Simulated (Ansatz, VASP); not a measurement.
## Sc2BiF6 in VASP and in Ansatz

INCAR

```
SYSTEM = Sc2BiF6
PREC = Accurate
ENCUT = 520
EDIFF = 1E-7
ISMEAR = 0
SIGMA = 0.1
LREAL = .FALSE.
LASPH = .TRUE.
NELM = 150
ALGO = Normal
ISIF = 2
LWAVE = .FALSE.
LCHARG = .TRUE.
ISPIN = 2
MAGMOM = 1 1 0 0 0 0 0 0 0
LORBIT = 11
LMAXMIX = 4
GGA = PE
LELF = .TRUE.
LVHAR = .TRUE.
NBANDS = 54
```

The input KPOINTS:

```
Automatic mesh
0
G
  4 4 2
  0 0 0
```

The input POSCAR:

```
Sc2BiF6
1.0
    4.3026156451      0.0000000000      0.0000000000
    0.0000000000      4.3026156451      0.0000000000
    0.0000000000      0.0000000000      9.1522487520
Sc Bi F
2 1 6
Direct
    0.5000000000      0.5000000000      0.3675898720
    0.5000000000      0.5000000000      0.6324101280
    0.0000000000      0.0000000000      0.0000000000
    0.5000000000      0.0000000000      0.0000000000
    0.5000000000      0.0000000000      0.5000000000
    0.0000000000      0.5000000000      0.0000000000
    0.0000000000      0.5000000000      0.5000000000
    0.0000000000      0.0000000000      0.2527320532
    0.0000000000      0.0000000000      0.7472679468
```

Input for Ansatz:

```yaml
crystal:
  lattice:
    - [4.3026156451, 0.0, 0.0]
    - [0.0, 4.3026156451, 0.0]
    - [0.0, 0.0, 9.152248752]
  atoms:
    - { symbol: Sc, position: [0.5, 0.5, 0.367589872], spin: 1.0 }
    - { symbol: Sc, position: [0.5, 0.5, 0.632410128], spin: 1.0 }
    - { symbol: Bi, position: [0.0, 0.0, 0.0] }
    - { symbol: F, position: [0.5, 0.0, 0.0] }
    - { symbol: F, position: [0.5, 0.0, 0.5] }
    - { symbol: F, position: [0.0, 0.5, 0.0] }
    - { symbol: F, position: [0.0, 0.5, 0.5] }
    - { symbol: F, position: [0.0, 0.0, 0.2527320532] }
    - { symbol: F, position: [0.0, 0.0, 0.7472679468] }
basis:
  ecutwfc: 420
kpoints:
  mp_grid: { grid: [4, 4, 2] }
hamiltonian:
  xc: pbe
scf:
  occupations: { method: gaussian, width: 0.1 }
  lower_state_search: "off"
output:
  forces: true
  stress: true
  eigenvalues: true
  populations: true
magnetization:
  spin_polarized: true
```

Change from the starting cell: ordered vacancies on the cation sites of perovskite (P4/mmm, No. 123).

Alike in both runs: task single point; functional PBE; k mesh 4 × 4 × 2; occupations gaussian, width 0.1 eV; collinear spin.

|  | VASP | Ansatz |
| --- | --- | --- |
| version | VASP 6.6.1 | Ansatz 0.2.0 |
| potentials or method | VASP PAW PBE potentials, release 64 (Sc_sv, Bi_d, F), cutoff 520 eV | scalar-relativistic, plane waves, PAW |
| valence electrons in the cell | 79 | 79 |

Ansatz gave:

* gap on the k mesh at the Fermi level (eV): none
* pressure (GPa): 0.1
* traceless stress, the component that is largest in VASP (GPa): 0.22
* rms of the force components (eV/Å): 0.005
* net moment per atom (μB): 0.00
* size of the moment on the site where the two differ most (μB): 0.00

Estimate VASP's values.

gap on the k mesh at the Fermi level (eV): none; pressure (GPa): 0.2; traceless stress, the component that is largest in VASP (GPa): 0.45; rms of the force components (eV/Å): 0.056; net moment per atom (μB): 0.10; size of the moment on the site where the two differ most (μB): 0.34.

Site moments also hang on the region over which each program counts them. Atom by atom the forces differ by 0.051 eV/Å (rms over components). A gap of «none» marks a metal or a gap that the smearing closes. The functional is the same, so the differences come from potentials, cutoffs and numerics. Ansatz's warnings: seeded moment not kept.

The k mesh is coarse, so the values compare programs but aren't converged. Spin-orbit coupling is off throughout.
